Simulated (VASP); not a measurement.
Here is a VASP 6.6.1 calculation.

Contents of INCAR:

```
ALGO = Normal
EDIFF = 1E-6
ENCUT = 520
ISIF = 2
ISMEAR = 0
LASPH = T
LCHARG = F
LREAL = F
LWAVE = F
NBANDS = 31
NELM = 60
PREC = Accurate
SIGMA = 0.02
```

File KPOINTS:

```
k-points
0
Gamma
  6 6 6
```

The input POSCAR:

```
Al3GaN4
1.0
    4.3702240539      0.0000000000      0.0000000000
    0.0000000000      4.3702240539      0.0000000000
    0.0000000000      0.0000000000      4.3702240539
Al Ga N
3 1 4
Direct
    0.5000000000      0.5000000000      0.0000000000
    0.5000000000      0.0000000000      0.5000000000
    0.0000000000      0.5000000000      0.5000000000
    0.0000000000      0.0000000000      0.0000000000
    0.7448945398      0.7448945398      0.2551054602
    0.7448945398      0.2551054602      0.7448945398
    0.2551054602      0.7448945398      0.7448945398
    0.2551054602      0.2551054602      0.2551054602
```

Potentials or basis: VASP PAW LDA potentials, release 64 (Al, Ga_d, N).

Command:

```sh
$ cat potpaw_LDA.64/Al/POTCAR potpaw_LDA.64/Ga_d/POTCAR potpaw_LDA.64/N/POTCAR > POTCAR
$ mpirun -np 1 vasp_std > vasp.out
```

**Question.** What does it give for the largest force?

**Answer.** 0.024 eV/Å.

**Question.** Estimate the pressure.

**Answer.** 0.7 GPa.

**Question.** What does it give for the band gap on the k mesh?

**Answer.** 3.36 eV.

Forces on the atoms (eV/Å):
```
Al   0.000  0.000  0.000
Al   0.000  0.000  0.000
Al   0.000  0.000  0.000
Ga   0.000  0.000  0.000
N   -0.014 -0.014  0.014
N   -0.014  0.014 -0.014
N    0.014 -0.014 -0.014
N    0.014  0.014  0.014
```

A k mesh can miss the band edges.
